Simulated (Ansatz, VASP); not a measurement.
# Two plane-wave programs on TePb

```
Te Pb
1.0
     3.80521    0.00000    0.00000
     0.00000    3.80521    0.00000
     0.00000    0.00000    3.80521
Te Pb
1 1
Direct
  0.50000 0.50000 0.50000
  0.00000 0.00000 0.00000
```

Alike in both runs: task single point; functional PBE; dispersion D3(BJ); k mesh 10 × 10 × 10; occupations gaussian, width 0.1 eV; no spin polarisation.

|  | VASP | Ansatz |
| --- | --- | --- |
| version | VASP 6.6.1 | Ansatz 0.2.0 |
| potentials or method | VASP PAW PBE potentials, release 64 (Te, Pb_d), cutoff 520 eV | scalar-relativistic, plane waves, PAW |
| valence electrons in the cell | 20 | 30 |

```csv
,VASP,Ansatz,Ansatz less VASP
gap on the k mesh at the Fermi level (eV),none,none,-
pressure (GPa),5.2,5.2,+0.06
```

A gap of «none» marks a metal or a gap that the smearing closes. VASP's potentials hold 20 valence electrons a cell and Ansatz's 30, so a difference there can come from the potentials and not from the codes.

Neither program's run includes spin-orbit coupling.
